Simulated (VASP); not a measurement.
# Ge in VASP: settings compared

Ge is run at these levels: r2SCAN, PBEsol; tasks: single point.

Everything below comes from runs of VASP 6.6.1. Logs are shortened: lines on timing, memory, paths and dates and some standing lists are left out, and cuts for length are marked.

### 1 The cell of the first run

The structure is orthorhombic, space group Imma (No. 74). The conventional cell has a = 4.992 Å, b = 5.302 Å, c = 2.874 Å, α = 90.00°, β = 90.00°, γ = 90.00°. Ge (site symmetry mm2) has 8 Ge at 2.68 to 3.08 Å within 3.5 Å.

### 2 Single point, r2SCAN

Contents of POSCAR:

```
Ge
1.0
   -2.4958980000      2.6508630000      1.4369470000
    2.4958980000     -2.6508630000      1.4369470000
    2.4958980000      2.6508630000     -1.4369470000
Ge
2
Direct
    0.3140570000      0.0640570000      0.2500000000
    0.6859430000      0.9359430000      0.7500000000
```

Contents of INCAR.step1:

```
SYSTEM = Ge
ALGO = Normal
EDIFF = 1E-4
ENCUT = 520
GGA = PE
ISMEAR = -1
LASPH = .True.
LCHARG = .False.
LREAL = .False.
LWAVE = .True.
NBANDS = 21
NELM = 100
PREC = Accurate
SIGMA = 0.05
```

Contents of INCAR.step2:

```
SYSTEM = Ge
ALGO = Normal
EDIFF = 1E-6
ENCUT = 520
ISIF = 2
ISMEAR = -1
ISTART = 1
LASPH = .True.
LCHARG = .False.
LMIXTAU = .True.
LREAL = .False.
LWAVE = .False.
METAGGA = R2SCAN
NBANDS = 21
NELM = 100
PREC = Accurate
SIGMA = 0.05
```

Contents of KPOINTS:

```
k-points
0
Gamma
  8 8 8
  0 0 0
```

Potentials or basis: VASP PAW PBE potentials, release 64 (Ge_d).

Started as:

```console
cat potpaw_PBE.64/Ge_d/POTCAR > POTCAR
cp INCAR.step1 INCAR
mpirun -np 1 vasp_std > vasp.out
cp INCAR.step2 INCAR
mpirun -np 1 vasp_std > vasp.out
```

OUTCAR:

```text
SYSTEM = Ge
   EDIFF = 1E-6
   ENCUT = 520
   ISIF = 2
   ISMEAR = -1
   ISTART = 1
   LASPH = .True.
   LREAL = .False.
   METAGGA = R2SCAN
   NELM = 100
   PREC = Accurate

 ion  position               nearest neighbor table
   1  0.314  0.064  0.250-   2 2.68   2 2.68   2 2.72   2 2.72
   2  0.686  0.936  0.750-   1 2.68   1 2.68   1 2.72   1 2.72

  LATTYP: Found a body centered orthorhombic cell.
 ALAT       =     2.8738940000
 B/A-ratio  =     1.7369450648
 C/A-ratio  =     1.8447882907

  Lattice vectors:

 A1 = (   2.4958980000,  -2.6508630000,   1.4369470000)
 A2 = (  -2.4958980000,  -2.6508630000,  -1.4369470000)
 A3 = (   2.4958980000,   2.6508630000,  -1.4369470000)

Analysis of symmetry for initial positions (statically):
=====================================================================
 Subroutine PRICEL returns:
 Original cell was already a primitive cell.

 Routine SETGRP: Setting up the symmetry group for a
 body centered orthorhombic supercell.

 Subroutine GETGRP returns: Found  8 space group operations
 (whereof  4 operations were pure point group operations)
 out of a pool of  8 trial point group operations.

The static configuration has the point symmetry C_2h.
 The point group associated with its full space group is D_2h.

Analysis of symmetry for dynamics (positions and initial velocities):
=====================================================================
 Subroutine PRICEL returns:
 Original cell was already a primitive cell.

 Routine SETGRP: Setting up the symmetry group for a
 body centered orthorhombic supercell.

 Subroutine GETGRP returns: Found  8 space group operations
 (whereof  4 operations were pure point group operations)
 out of a pool of  8 trial point group operations.

The dynamic configuration has the point symmetry C_2h.
 The point group associated with its full space group is D_2h.

 Subroutine INISYM returns: Found  8 space group operations
 (whereof  4 operations are pure point group operations),
 and found     1 'primitive' translations

----------------------------------------------------------------------------------------

                                     Primitive cell

  volume of cell :      38.0290

  direct lattice vectors                    reciprocal lattice vectors
    -2.495898000  2.650863000  1.436947000     0.000000000  0.188617820  0.347959946
     2.495898000 -2.650863000  1.436947000     0.200328699  0.000000000  0.347959946
     2.495898000  2.650863000 -1.436947000     0.200328699  0.188617820  0.000000000

  length of vectors
     3.914255760  3.914255760  3.914255760     0.395793893  0.401506801  0.275151358

  position of ions in fractional coordinates (direct lattice)
     0.314057000  0.064057000  0.250000000
     0.685943000  0.935943000  0.750000000

  ion indices of the primitive-cell ions
   primitive index   ion index
                 1           1
                 2           2

----------------------------------------------------------------------------------------

 KPOINTS: k-points

Automatic generation of k-mesh.
 Grid dimensions read from file:
 generate k-points for:    8    8    8

 Generating k-lattice:

  Cartesian coordinates                     Fractional coordinates (reciprocal lattice)
     0.000000000  0.023577227  0.043494993     0.125000000  0.000000000  0.000000000
     0.025041087  0.000000000  0.043494993     0.000000000  0.125000000  0.000000000
     0.025041087  0.023577227  0.000000000     0.000000000  0.000000000  0.125000000

  Length of vectors
     0.049474237  0.050188350  0.034393920

  Shift w.r.t. Gamma in fractional coordinates (k-lattice)
     0.000000000  0.000000000  0.000000000

 Subroutine IBZKPT returns following result:
 ===========================================

 Found     95 irreducible k-points:

 Following reciprocal coordinates:
            Coordinates               Weight
  0.000000  0.000000  0.000000      1.000000
  0.125000  0.000000 -0.000000      4.000000
  0.250000  0.000000 -0.000000      4.000000
  0.375000  0.000000 -0.000000      4.000000
  0.500000  0.000000 -0.000000      2.000000
  0.000000  0.125000 -0.000000      4.000000
[... 16 lines left out ...]
  0.125000  0.375000 -0.000000      8.000000
  0.250000  0.375000 -0.000000      8.000000
 [... further k-points ...]
   k-points           NKPTS =     95   k-points in BZ     NKDIM =     95   number of bands    NBANDS=     21
   number of dos      NEDOS =    301   number of ions     NIONS =      2
   total plane-waves  NPLWV =  27000
   dimension x,y,z NGX =    30 NGY =   30 NGZ =   30
   dimension x,y,z NGXF=    60 NGYF=   60 NGZF=   60
   ions per type =               2
   NGX,Y,Z   is equivalent  to a cutoff of  12.74, 12.74, 12.74 a.u.
   NGXF,Y,Z  is equivalent  to a cutoff of  25.48, 25.48, 25.48 a.u.
 SYSTEM =  Ge
   PREC   = accura    normal or accurate (medium, high low for compatibility)
   ISTART =      1    job   : 0-new  1-cont  2-samecut
   ICHARG =      0    charge: 1-file 2-atom 10-const
   ISPIN  =      1    spin polarized calculation?
   LNONCOLLINEAR =      F non collinear calculations
   LSORBIT =      F    spin-orbit coupling
   LASPH  =      T    aspherical Exc in radial PAW
   ENCUT  =  520.0 eV  38.22 Ry    6.18 a.u.   7.28  7.28  7.28*2*pi/ulx,y,z
   NELM   =    100;   NELMIN=  2; NELMDL=  0     # of ELM steps
   EDIFF  = 0.1E-05   stopping-criterion for ELM
   LREAL  =      F    real-space projection
   EDIFFG = 0.1E-04   stopping-criterion for IOM
   NSW    =      0    number of steps for IOM
   IBRION =     -1    ionic relax: 0-MD 1-quasi-New 2-CG
   NFREE  =      0    steps in history (QN), initial steepest desc. (CG)
   ISIF   =      2    stress and relaxation
   ISYM   =      2    0-nonsym 1-usesym 2-fastsym
   POTIM  = 0.5000    time-step for ionic-motion
   TEBEG  =    0.0;   TEEND  =   0.0 temperature during run
   PSTRESS=    0.0 pullay stress
   NELECT =      28.0000    total number of electrons
   NUPDOWN=      -1.0000    fix difference up-down
   EMIN   =  10.00;   EMAX   =-10.00  energy-range for DOS
   EFERMI =   0.00;   METHOD = LEGACY
   ISMEAR =    -1;   SIGMA  =   0.05  broadening in eV -4-tet -1-fermi 0-gaus
   EFERMI_NEDOS =   21; number of points for ismear=-14 and -15
   IALGO  =     38    algorithm
   IMIX   =      4    mixing-type and parameters
     AMIX     =   0.40;   BMIX     =  1.00
     AMIX_MAG =   1.60;   BMIX_MAG =  1.00
  volume/ion in A,a.u.               =      19.01       128.32
  Fermi-wavevector in a.u.,A,eV,Ry     =   1.478277  2.793539 29.732860  2.185304
  Thomas-Fermi vector in A             =   2.592578
   LORBIT       =      0    0 simple, 1 ext, 2 COOP (PROOUT), +10 PAW based schemes
   METAGGA = R2SCAN    functional components
   LHFCALC =     F    Hartree Fock is set to
   AEXX    =    0.0000 exact exchange contribution
   IVDW    =     0    specifies the selected vdW correction
   LEPSILON=     F    determine dielectric tensor
   LRPA    =     F    only Hartree local field effects (RPA)
 non-spin polarized calculation
  energy-cutoff  :      520.00
  volume of cell :       38.03
 maximum number of plane-waves:      1044
 NGX is ok and might be reduce to    30
   NGX = 15   NGY = 15   NGZ = 15

 number of electron      28.0000014 magnetization

 Free energy of the ion-electron system (eV)
  ---------------------------------------------------
  ext. energy  EPLUGINS =         0.00000000
  ---------------------------------------------------
  free energy    TOTEN  =       -27.00727616 eV

  energy without entropy =      -26.99951221  energy(sigma->0) =      -27.00339419

 E-fermi :   6.3852     XC(G=0): -12.2429

 val. band max:        6.3777418092   @ k =   0.5000   0.1250   0.0000
 cond. band min:       6.3929754083   @ k =  -0.2500  -0.1250   0.1250
 fundamental gap:      0.0152335990
 Fermi energy:         6.3852347316

 k-point     1 :       0.0000    0.0000    0.0000
  band No.  band energies     occupation
      1     -19.0846      2.00000
      2     -19.0049      2.00000
      3     -19.0018      2.00000
      4     -18.9967      2.00000
      5     -18.9629      2.00000
      6     -18.9199      2.00000
[... 13 lines left out ...]
     20      17.5838      0.00000
     21      19.6801      0.00000

 k-point     2 :       0.1250    0.0000   -0.0000
  band No.  band energies     occupation
      1     -19.0726      2.00000
      2     -18.9909      2.00000
      3     -18.9888      2.00000
      4     -18.9800      2.00000
      5     -18.9662      2.00000
      6     -18.9244      2.00000
[... 13 lines left out ...]
     20      17.3761      0.00000
     21      19.3572      0.00000

 k-point     3 :       0.2500    0.0000   -0.0000
  band No.  band energies     occupation
      1     -19.0421      2.00000
      2     -18.9760      2.00000
      3     -18.9646      2.00000
      4     -18.9592      2.00000
      5     -18.9330      2.00000
      6     -18.9240      2.00000
[... 13 lines left out ...]
     20      15.2677      0.00000
     21      19.6347      0.00000

 k-point     4 :       0.3750    0.0000   -0.0000
  band No.  band energies     occupation
      1     -19.0062      2.00000
      2     -18.9765      2.00000
      3     -18.9479      2.00000
      4     -18.9446      2.00000
      5     -18.9293      2.00000
      6     -18.9256      2.00000
[... 13 lines left out ...]
     20      15.8800      0.00000
     21      21.2574      0.00000

 k-point     5 :       0.5000    0.0000   -0.0000
  band No.  band energies     occupation
      1     -18.9833      2.00000
      2     -18.9672      2.00000
      3     -18.9625      2.00000
      4     -18.9526      2.00000
      5     -18.9373      2.00000
      6     -18.9187      2.00000
[... 13 lines left out ...]
     20      17.9949      0.00000
     21      19.3706      0.00000

 k-point     6 :       0.0000    0.1250   -0.0000
  band No.  band energies     occupation
      1     -19.0766      2.00000
      2     -18.9926      2.00000
      3     -18.9907      2.00000
      4     -18.9894      2.00000
      5     -18.9521      2.00000
      6     -18.9278      2.00000
[... 13 lines left out ...]
     20      17.4142      0.00000
     21      17.8040      0.00000

 k-point     7 :       0.1250    0.1250   -0.0000
  band No.  band energies     occupation
      1     -19.0591      2.00000
      2     -18.9809      2.00000
      3     -18.9758      2.00000
      4     -18.9606      2.00000
      5     -18.9397      2.00000
      6     -18.9212      2.00000
[... 13 lines left out ...]
     20      15.0757      0.00000
     21      17.7586      0.00000
[... 291 lines left out ...]
      1     -19.0475      2.00000
      2     -19.0175      2.00000
      3     -19.0086      2.00000
      4     -18.9688      2.00000
      5     -18.9401      2.00000
      6     -18.9052      2.00000
[... 13 lines left out ...]
     20      18.4168      0.00000
     21      18.5879      0.00000

 k-point    21 :      -0.1250    0.2500   -0.0000
  band No.  band energies     occupation
      1     -19.0625      2.00000
      2     -19.0025      2.00000
      3     -18.9986      2.00000
      4     -18.9769      2.00000
      5     -18.9328      2.00000
      6     -18.9219      2.00000
[... 13 lines left out ...]
     20      17.8175      0.00000
     21      18.7520      0.00000

 k-point    22 :       0.0000    0.3750   -0.0000
  band No.  band energies     occupation
      1     -19.0611      2.00000
      2     -18.9993      2.00000
      3     -18.9836      2.00000
      4     -18.9754      2.00000
      5     -18.9331      2.00000
      6     -18.8899      2.00000
[... 13 lines left out ...]
     20      16.7048      0.00000
     21      17.5961      0.00000

 k-point    23 :       0.1250    0.3750   -0.0000
  band No.  band energies     occupation
      1     -19.0566      2.00000
      2     -19.0106      2.00000
      3     -18.9879      2.00000
      4     -18.9606      2.00000
      5     -18.9230      2.00000
      6     -18.9015      2.00000
[... 13 lines left out ...]
     20      17.4077      0.00000
     21      19.1591      0.00000

 k-point    24 :       0.2500    0.3750   -0.0000
  band No.  band energies     occupation
      1     -19.0358      2.00000
      2     -19.0119      2.00000
      3     -18.9782      2.00000
      4     -18.9415      2.00000
      5     -18.9127      2.00000
      6     -18.9060      2.00000
[... 13 lines left out ...]
     20      17.8742      0.00000
     21      19.0292      0.00000

 [... further k-points ...]
[... 5 lines left out ...]
  --------------------------------------------------------------------------------------
  -------------------------------------------------------------------------------------
  Total       -0.5137189     -0.6837615     -0.0319075      0.0000000      0.0000000      0.0000000
  in kB      -21.6431910    -28.8071553     -1.3442774      0.0000000      0.0000000      0.0000000
  external PRESSURE =     -17.2648746 kB  Pullay stress =       0.0000000 kB

 VOLUME and BASIS-vectors are now :
 -----------------------------------------------------------------------------
  energy-cutoff  :      520.00
  volume of cell :       38.03
      direct lattice vectors                 reciprocal lattice vectors
    -2.495898000  2.650863000  1.436947000     0.000000000  0.188617820  0.347959946
     2.495898000 -2.650863000  1.436947000     0.200328699  0.000000000  0.347959946
     2.495898000  2.650863000 -1.436947000     0.200328699  0.188617820  0.000000000

 POSITION                                       TOTAL-FORCE (eV/Angst)
 -----------------------------------------------------------------------------------
      0.00000      1.32543      0.18409         0.000000     -0.000000      0.044703
      2.49590      1.32543      1.25285        -0.000000      0.000000     -0.044703
 -----------------------------------------------------------------------------------
    total drift:                               -0.000000     -0.000000      0.000000

  FREE ENERGIE OF THE ION-ELECTRON SYSTEM (eV)
  ---------------------------------------------------
  free  energy   TOTEN  =       -27.0072761630 eV

  energy  without entropy=      -26.9995122123  energy(sigma->0) =      -27.00339419
```

Run time: 4.7 min. Hardware: 1 thread of AMD EPYC 7R43 (Zen 3), shared host; peak memory 0.17 GiB.

Results:

| Item | Value |
| --- | --- |
| Free energy | -27.0073 eV |
| Pressure | -1.7 GPa |
| Largest force | 0.045 eV/Å |
| Band gap on the k mesh | zero (bands 14 and 15 overlap by 5.42 eV) |

Forces in eV/Å, atoms in the order of the input:
```
Ge   0.000  0.000  0.045
Ge   0.000  0.000 -0.045
```

Levels at points of the mesh, in eV from the Fermi level:
```csv
k point,band 12,band 13,band 14,band 15,band 16,band 17
"(0.00, 0.00, 0.00)",-3.82,-2.55,-2.05,3.97,7.32,7.59
"(0.50, 0.00, 0.00)",-7.24,-1.96,-1.65,-0.83,1.68,3.43
"(0.00, 0.50, 0.00)",-6.14,-3.46,-2.45,-1.92,3.59,4.25
"(0.50, 0.50, 0.00)",-10.82,0.65,0.65,2.57,2.57,7.18
"(0.50, 0.50, 0.50)",-8.54,-6.04,-5.83,4.67,7.31,11.33
```

Caveat: the PAW data sets were made with another functional, which shifts forces and pressure a little.

(Continued in part 2 of 2.)
